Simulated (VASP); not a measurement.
# Fe (Fm-3m) in VASP: a series of runs, part 2 of 2

VASP 6.6.1.

## 3. Single point, PBE, collinear spin, ferromagnetic start (volume scaled by 0.97)

File INCAR:

```
ALGO = Normal ; EDIFF = 1E-7
ENCUT = 520 ; GGA = PE
ISIF = 2 ; ISMEAR = -1
ISPIN = 2 ; LASPH = True
LCHARG = False ; LMAXMIX = 4
LORBIT = 11 ; LREAL = False
LWAVE = False ; MAGMOM = 3
NBANDS = 14 ; NELM = 150
PREC = Accurate ; SIGMA = 0.03
```

File KPOINTS:

```
k-points
0
Gamma
  17 17 17
```

File POSCAR:

```
Fe
1.0
    0.0000000000      1.8093119432      1.8093119432
    1.8093119432      0.0000000000      1.8093119432
    1.8093119432      1.8093119432      0.0000000000
Fe
1
Direct
    0.0000000000      0.0000000000      0.0000000000
```

Potentials or basis: VASP PAW PBE potentials, release 64 (Fe).

Command:

```sh
$ cat potpaw_PBE.64/Fe/POTCAR > POTCAR
$ mpirun -np 1 vasp_std > vasp.out
```

OUTCAR:

```text
EDIFF = 1E-7
   ENCUT = 520
   GGA = PE
   ISIF = 2
   ISMEAR = -1
   ISPIN = 2
   LASPH = True
   LORBIT = 11
   LREAL = False
   NELM = 150
   PREC = Accurate

 ion  position               nearest neighbor table
   1  0.000  0.000  0.000-

  LATTYP: Found a face centered cubic cell.
 ALAT       =     3.6186238864

  Lattice vectors:

 A1 = (   0.0000000000,   1.8093119432,   1.8093119432)
 A2 = (   1.8093119432,   0.0000000000,   1.8093119432)
 A3 = (   1.8093119432,   1.8093119432,   0.0000000000)

Analysis of symmetry for initial positions (statically):
=====================================================================
 Subroutine PRICEL returns:
 Original cell was already a primitive cell.

 Routine SETGRP: Setting up the symmetry group for a
 face centered cubic supercell.

 Subroutine GETGRP returns: Found 48 space group operations
 (whereof 48 operations were pure point group operations)
 out of a pool of 48 trial point group operations.

The static configuration has the point symmetry O_h .

Analysis of symmetry for dynamics (positions and initial velocities):
=====================================================================
 Subroutine PRICEL returns:
 Original cell was already a primitive cell.

 Routine SETGRP: Setting up the symmetry group for a
 face centered cubic supercell.

 Subroutine GETGRP returns: Found 48 space group operations
 (whereof 48 operations were pure point group operations)
 out of a pool of 48 trial point group operations.

The dynamic configuration has the point symmetry O_h .

Analysis of structural, dynamic, and magnetic symmetry:
=====================================================================
 Subroutine PRICEL returns:
 Original cell was already a primitive cell.

 Routine SETGRP: Setting up the symmetry group for a
 face centered cubic supercell.

 Subroutine GETGRP returns: Found 48 space group operations
 (whereof 48 operations were pure point group operations)
 out of a pool of 48 trial point group operations.

The overall configuration has the point symmetry O_h .

 Subroutine INISYM returns: Found 48 space group operations
 (whereof 48 operations are pure point group operations),
 and found     1 'primitive' translations

----------------------------------------------------------------------------------------

                                     Primitive cell

  volume of cell :      11.8460

  direct lattice vectors                    reciprocal lattice vectors
     0.000000000  1.809311943  1.809311943    -0.276348145  0.276348145  0.276348145
     1.809311943  0.000000000  1.809311943     0.276348145 -0.276348145  0.276348145
     1.809311943  1.809311943  0.000000000     0.276348145  0.276348145 -0.276348145

  length of vectors
     2.558753489  2.558753489  2.558753489     0.478649028  0.478649028  0.478649028

  position of ions in fractional coordinates (direct lattice)
     0.000000000  0.000000000  0.000000000

  ion indices of the primitive-cell ions
   primitive index   ion index
                 1           1

----------------------------------------------------------------------------------------

 KPOINTS: k-points

Automatic generation of k-mesh.
 Grid dimensions read from file:
 generate k-points for:   17   17   17

[... 70 lines left out ...]
   ISYM   =      2    0-nonsym 1-usesym 2-fastsym
   POTIM  = 0.5000    time-step for ionic-motion
   TEBEG  =    0.0;   TEEND  =   0.0 temperature during run
   PSTRESS=    0.0 pullay stress
   NELECT =       8.0000    total number of electrons
   NUPDOWN=      -1.0000    fix difference up-down
   EMIN   =  10.00;   EMAX   =-10.00  energy-range for DOS
   EFERMI =   0.00;   METHOD = LEGACY
   ISMEAR =    -1;   SIGMA  =   0.03  broadening in eV -4-tet -1-fermi 0-gaus
   EFERMI_NEDOS =   21; number of points for ismear=-14 and -15
   IALGO  =     38    algorithm
   IMIX   =      4    mixing-type and parameters
     AMIX     =   0.40;   BMIX     =  1.00
     AMIX_MAG =   1.60;   BMIX_MAG =  1.00
  volume/ion in A,a.u.               =      11.85        79.94
  Fermi-wavevector in a.u.,A,eV,Ry     =   1.436310  2.714231 28.068616  2.062985
  Thomas-Fermi vector in A             =   2.555512
   LORBIT       =     11    0 simple, 1 ext, 2 COOP (PROOUT), +10 PAW based schemes
   GGA     = PE    functional components
   LHFCALC =     F    Hartree Fock is set to
   AEXX    =    0.0000 exact exchange contribution
   IVDW    =     0    specifies the selected vdW correction
   LEPSILON=     F    determine dielectric tensor
   LRPA    =     F    only Hartree local field effects (RPA)
 spin polarized calculation
  energy-cutoff  :      520.00
  volume of cell :       11.85
 maximum number of plane-waves:       331
   NGX =  9   NGY =  9   NGZ =  9

 number of electron       8.0000005 magnetization       2.5258994

 Free energy of the ion-electron system (eV)
  ---------------------------------------------------
  ext. energy  EPLUGINS =         0.00000000
  ---------------------------------------------------
  free energy    TOTEN  =        -8.08418662 eV

  energy without entropy =       -8.08022319  energy(sigma->0) =       -8.08220491

 E-fermi :   5.6046     XC(G=0): -12.8675

 val. band max:        5.6045576759   @ k =  -0.0588   0.0588   0.0000
 cond. band min:       5.6098111395   @ k =  -0.4118   0.0588   0.0000
 fundamental gap:      0.0052534635
 Fermi energy:         5.6046383482

 spin component 1

 k-point     1 :       0.0000    0.0000    0.0000
  band No.  band energies     occupation
      1      -2.8155      1.00000
      2       3.1866      1.00000
      3       3.1866      1.00000
      4       3.1866      1.00000
      5       4.1877      1.00000
      6       4.1877      1.00000
      7      27.5392      0.00000
      8      31.6775      0.00000
      9      31.6775      0.00000
     10      31.6775      0.00000
     11      34.5200      0.00000
     12      34.5200      0.00000
     13      34.5200      0.00000
     14      37.1064      0.00000
[... 379 lines left out ...]
      3       3.3654      1.00000
      4       3.3677      1.00000
      5       4.0314      1.00000
      6       4.2517      1.00000
      7      24.9511      0.00000
      8      27.3019      0.00000
      9      30.3516      0.00000
     10      32.2725      0.00000
     11      34.1392      0.00000
     12      35.0469      0.00000
     13      38.2946      0.00000
     14      38.6234      0.00000

 [... further k-points ...]

 spin component 2

 k-point     1 :       0.0000    0.0000    0.0000
  band No.  band energies     occupation
      1      -2.5879      1.00000
      2       5.4940      0.97560
      3       5.4940      0.97555
      4       5.4940      0.97555
      5       7.1182      0.00000
      6       7.1183      0.00000
      7      27.1584      0.00000
      8      32.0489      0.00000
      9      32.0489      0.00000
     10      32.0489      0.00000
     11      35.2391      0.00000
     12      35.2391      0.00000
     13      35.2391      0.00000
     14      36.4675      0.00000
[... 379 lines left out ...]
      3       5.7061      0.03284
      4       5.7066      0.03230
      5       6.9081      0.00000
      6       7.1529      0.00000
      7      25.3492      0.00000
      8      27.5338      0.00000
      9      30.6301      0.00000
     10      32.7288      0.00000
     11      34.2784      0.00000
     12      35.6379      0.00000
     13      38.4975      0.00000
     14      39.7587      0.00000

 [... further k-points ...]

------------------------ aborting loop because EDIFF is reached ----------------------------------------

  FORCE on cell =-STRESS in cart. coord.  units (eV):
  Direction    XX          YY          ZZ          XY          YZ          ZX
  --------------------------------------------------------------------------------------
  -------------------------------------------------------------------------------------
  Total        0.1161105      0.1161105      0.1161105      0.0000000     -0.0000000      0.0000000
  in kB       15.7040530     15.7040530     15.7040530      0.0000000     -0.0000000      0.0000000
  external PRESSURE =      15.7040530 kB  Pullay stress =       0.0000000 kB

 VOLUME and BASIS-vectors are now :
 -----------------------------------------------------------------------------
  energy-cutoff  :      520.00
  volume of cell :       11.85
      direct lattice vectors                 reciprocal lattice vectors
     0.000000000  1.809311943  1.809311943    -0.276348145  0.276348145  0.276348145
     1.809311943  0.000000000  1.809311943     0.276348145 -0.276348145  0.276348145
     1.809311943  1.809311943  0.000000000     0.276348145  0.276348145 -0.276348145

 POSITION                                       TOTAL-FORCE (eV/Angst)
 -----------------------------------------------------------------------------------
      0.00000      0.00000      0.00000        -0.000000      0.000000     -0.000000
 -----------------------------------------------------------------------------------
    total drift:                                0.000000      0.000000      0.000000

  FREE ENERGIE OF THE ION-ELECTRON SYSTEM (eV)
  ---------------------------------------------------
  free  energy   TOTEN  =        -8.0841866208 eV

  energy  without entropy=       -8.0802231944  energy(sigma->0) =       -8.08220491

 total charge

# of ion       s       p       d       tot
------------------------------------------
    1        0.477   0.511   6.198   7.186

 magnetization (x)

# of ion       s       p       d       tot
------------------------------------------
    1       -0.018  -0.053   2.595   2.524
```

stdout:

```text
POSCAR found type information on POSCAR Fe
 POSCAR found :  1 types and       1 ions
 scaLAPACK will be used
 LDA part: xc-table for (Slater+PW92), standard interpolation
 POSCAR, INCAR and KPOINTS ok, starting setup
 FFT: planning ... GRIDC
 FFT: planning ... GRID_SOFT
 FFT: planning ... GRID
 WAVECAR not read
 entering main loop
```

Run time: 31 s. Hardware: 1 thread of Intel Xeon 6975P-C (Granite Rapids), shared host; peak memory 0.16 GiB.

Results:

```yaml
Free_energy: -8.0842 eV
Pressure: 1.6 GPa
Net_moment: 2.53 μB per cell
Site_moments: Fe +2.52 μB
Valence_electrons_inside_the_program's_atomic_spheres: Fe 7.19
```

Levels at points of the mesh, in eV from the Fermi level:
Spin up:
| k point | band 2 | band 3 | band 4 | band 5 | band 6 | band 7 | band 8 | band 9 |
| --- | --- | --- | --- | --- | --- | --- | --- | --- |
| (0.00, 0.00, 0.00) | -2.42 | -2.42 | -2.42 | -1.42 | -1.42 | 21.93 | 26.07 | 26.07 |
Spin down:
```tsv
k point	band 1	band 2	band 3	band 4	band 5	band 6	band 7	band 8
(0.00, 0.00, 0.00)	-8.19	-0.11	-0.11	-0.11	1.51	1.51	21.55	26.44
```

Caveat: the cell differs from its parent crystal (volume scaled by 0.97).

## 4. Single point, PBE, collinear spin, ferromagnetic start (volume scaled by 1.03)

File INCAR:

```
PREC = Accurate
ENCUT = 520
EDIFF = 1E-6
ISMEAR = -1
SIGMA = 0.03
LREAL = False
LASPH = True
NELM = 150
ALGO = Normal
ISIF = 2
LWAVE = False
LCHARG = False
ISPIN = 2
MAGMOM = 3
LORBIT = 11
LMAXMIX = 4
GGA = PE
NBANDS = 14
```

File KPOINTS:

```
Automatic mesh
0
Gamma
  17 17 17
```

File POSCAR:

```
Fe
1.0
    0.0000000000      1.8458735502      1.8458735502
    1.8458735502      0.0000000000      1.8458735502
    1.8458735502      1.8458735502      0.0000000000
Fe
1
Direct
    0.0000000000      0.0000000000      0.0000000000
```

Command:

```sh
$ cat potpaw_PBE.64/Fe/POTCAR > POTCAR
$ mpirun -np 1 vasp_std > vasp.out
```

It took 25 s on 1 thread of Intel Xeon 6975P-C (Granite Rapids), shared host; peak memory 0.16 GiB.

The run converged. Its results:

* Free energy: -8.0740 eV
* Pressure: -6.3 GPa
* Net moment: 2.66 μB per cell
* Site moments: Fe +2.66 μB
* Valence electrons inside the program's atomic spheres: Fe 7.07

Levels at points of the mesh, in eV from the Fermi level:
Spin up:
| k point | band 2 | band 3 | band 4 | band 5 | band 6 | band 7 | band 8 | band 9 |
| --- | --- | --- | --- | --- | --- | --- | --- | --- |
| (0.00, 0.00, 0.00) | -2.47 | -2.47 | -2.47 | -1.58 | -1.58 | 21.36 | 25.06 | 25.06 |
Spin down:
| k point | band 1 | band 2 | band 3 | band 4 | band 5 | band 6 | band 7 | band 8 |
| --- | --- | --- | --- | --- | --- | --- | --- | --- |
| (0.00, 0.00, 0.00) | -7.95 | -0.04 | -0.04 | -0.04 | 1.48 | 1.48 | 20.94 | 25.46 |

Caveat: the cell differs from its parent crystal (volume scaled by 1.03).

## 5. Single point, PBE, collinear spin, ferromagnetic start (volume scaled by 1.06)

File INCAR:

```
ALGO = Normal
EDIFF = 1E-7
ENCUT = 520
GGA = PE
ISIF = 2
ISMEAR = -1
ISPIN = 2
LASPH = True
LCHARG = False
LMAXMIX = 4
LORBIT = 11
LREAL = False
LWAVE = False
MAGMOM = 3
NBANDS = 14
NELM = 150
PREC = Accurate
SIGMA = 0.03
```

File KPOINTS:

```
k-points
0
Gamma
  17 17 17
```

File POSCAR:

```
Fe
1.0
    0.0000000000      1.8636234232      1.8636234232
    1.8636234232      0.0000000000      1.8636234232
    1.8636234232      1.8636234232      0.0000000000
Fe
1
Direct
    0.0000000000      0.0000000000      0.0000000000
```

Command:

```sh
$ cat potpaw_PBE.64/Fe/POTCAR > POTCAR
$ mpirun -np 1 vasp_std > vasp.out
```

It took 25 s on 1 thread of Intel Xeon 6975P-C (Granite Rapids), shared host; peak memory 0.16 GiB.

The run converged. Its results:

```
Free energy                                           : -8.0547 eV
Pressure                                              : -10.4 GPa
Net moment                                            : 2.67 μB per cell
Site moments                                          : Fe +2.68 μB
Valence electrons inside the program's atomic spheres : Fe 7.03
```

Levels at points of the mesh, in eV from the Fermi level:
Spin up:
| k point | band 3 | band 4 | band 5 | band 6 | band 7 | band 8 |
| --- | --- | --- | --- | --- | --- | --- |
| (0.00, 0.00, 0.00) | -2.48 | -2.48 | -1.64 | -1.64 | 21.09 | 24.59 |
Spin down:
```
           k point  band 1  band 2  band 3  band 4  band 5  band 6  band 7
(0.00, 0.00, 0.00)   -7.85   -0.03   -0.03   -0.03    1.44    1.44   20.65
```

Caveat: the cell differs from its parent crystal (volume scaled by 1.06).

## 6. Single point, PBE, collinear spin, ferromagnetic start

This run uses another cell than the first one, of 12.21 Å³/atom, 1.063 times its volume.

File INCAR:

```
ALGO = Normal
EDIFF = 1E-6
ENCUT = 520
GGA = PE
ISIF = 2
ISMEAR = -1
ISPIN = 2
LASPH = T
LCHARG = F
LMAXMIX = 4
LORBIT = 11
LREAL = F
LWAVE = F
MAGMOM = 3
NBANDS = 14
NELM = 150
PREC = Accurate
SIGMA = 0.03
```

KPOINTS is that of step 5.

File POSCAR:

```
Fe
1.0
    0.0000000000      1.8277755852      1.8277755852
    1.8277755852      0.0000000000      1.8277755852
    1.8277755852      1.8277755852      0.0000000000
Fe
1
Direct
    0.0000000000      0.0000000000      0.0000000000
```

Potentials or basis: VASP PAW PBE potentials, release 64 (Fe).

Command:

```sh
$ cat potpaw_PBE.64/Fe/POTCAR > POTCAR
$ mpirun -np 1 vasp_std > vasp.out
```

OUTCAR:

```text
EDIFF = 1E-6
   ENCUT = 520
   GGA = PE
   ISIF = 2
   ISMEAR = -1
   ISPIN = 2
   LASPH = T
   LORBIT = 11
   LREAL = F
   NELM = 150
   PREC = Accurate

 ion  position               nearest neighbor table
   1  0.000  0.000  0.000-

  LATTYP: Found a face centered cubic cell.
 ALAT       =     3.6555511704

  Lattice vectors:

 A1 = (   0.0000000000,   1.8277755852,   1.8277755852)
[... 1023 lines left out ...]
  --------------------------------------------------------------------------------------
  -------------------------------------------------------------------------------------
  Total       -0.1563320     -0.1563320     -0.1563320      0.0000000      0.0000000      0.0000000
  in kB      -20.5097262    -20.5097262    -20.5097262      0.0000000      0.0000000      0.0000000
  external PRESSURE =     -20.5097262 kB  Pullay stress =       0.0000000 kB

 VOLUME and BASIS-vectors are now :
 -----------------------------------------------------------------------------
  energy-cutoff  :      520.00
  volume of cell :       12.21
      direct lattice vectors                 reciprocal lattice vectors
     0.000000000  1.827775585  1.827775585    -0.273556559  0.273556559  0.273556559
     1.827775585  0.000000000  1.827775585     0.273556559 -0.273556559  0.273556559
     1.827775585  1.827775585  0.000000000     0.273556559  0.273556559 -0.273556559

 POSITION                                       TOTAL-FORCE (eV/Angst)
 -----------------------------------------------------------------------------------
      0.00000      0.00000      0.00000         0.000000     -0.000000      0.000000
 -----------------------------------------------------------------------------------
    total drift:                                0.000000      0.000000      0.000000

  FREE ENERGIE OF THE ION-ELECTRON SYSTEM (eV)
  ---------------------------------------------------
  free  energy   TOTEN  =        -8.0835742253 eV

  energy  without entropy=       -8.0797384033  energy(sigma->0) =       -8.08165631

 total charge

# of ion       s       p       d       tot
------------------------------------------
    1        0.468   0.489   6.171   7.127

 magnetization (x)

# of ion       s       p       d       tot
------------------------------------------
    1       -0.016  -0.052   2.691   2.623
```

stdout:

```text
POSCAR found type information on POSCAR Fe
 POSCAR found :  1 types and       1 ions
 scaLAPACK will be used
 LDA part: xc-table for (Slater+PW92), standard interpolation
 POSCAR, INCAR and KPOINTS ok, starting setup
 FFT: planning ... GRIDC
 FFT: planning ... GRID_SOFT
 FFT: planning ... GRID
 WAVECAR not read
 entering main loop
```

Run time: 27 s. Hardware: 1 thread of Intel Xeon 6975P-C (Granite Rapids), shared host; peak memory 0.16 GiB.

Results:

- Free energy: -8.0836 eV
- Pressure: -2.1 GPa
- Net moment: 2.62 μB per cell
- Site moments: Fe +2.62 μB
- Valence electrons inside the program's atomic spheres: Fe 7.13

## 7. Overview

```tsv
cell	gap on the mesh (eV)	pressure (GPa)	moment (μB)
a = 2.533 Å, angles 60.0°, 1 atom	none	-12.4	1.50
a = 2.559 Å, angles 60.0°, 1 atom	none	1.6	2.53
a = 2.610 Å, angles 60.0°, 1 atom	none	-6.3	2.66
a = 2.636 Å, angles 60.0°, 1 atom	none	-10.4	2.67
a = 2.585 Å, angles 60.0°, 1 atom	none	-2.1	2.62
```

Alike in all rows: task single point; level PBE; potentials or basis VASP PAW PBE potentials, release 64 (Fe); spin collinear, ferromagnetic start; k mesh 17 × 17 × 17; cutoff (eV) 520; smearing fermi-dirac 0.03 eV.

Absolute energies hang on the potentials; compare differences alone.
